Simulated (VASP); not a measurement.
A run of VASP 6.6.1 is set up as follows.

Contents of INCAR:

```
PREC = Accurate ; ENCUT = 520
EDIFF = 1E-6 ; ISMEAR = -1
SIGMA = 0.05 ; LREAL = F
LASPH = T ; NELM = 60
ALGO = Normal ; ISIF = 2
LWAVE = F ; LCHARG = F
GGA = PS ; NBANDS = 12
```

Contents of KPOINTS:

```
Automatic mesh
0
Gamma
  14 14 14
```

File POSCAR:

```
Ta
1.0
    2.4045340642      0.0000000000      0.0000000000
    0.0000000000      2.4045340642      0.0000000000
    0.0000000000      0.0000000000      2.4045340642
Ta
1
Direct
    0.0000000000      0.0000000000      0.0000000000
```

Potentials or basis: VASP PAW PBE potentials, release 64 (Ta_pv).

Run with:

```sh
$ cat potpaw_PBE.64/Ta_pv/POTCAR > POTCAR
$ mpirun -np 1 vasp_std > vasp.out
```

Problem. Estimate the pressure.

Solution. 113.5 GPa.

Caveat: the PAW data sets were made with another functional, which shifts forces and pressure a little.
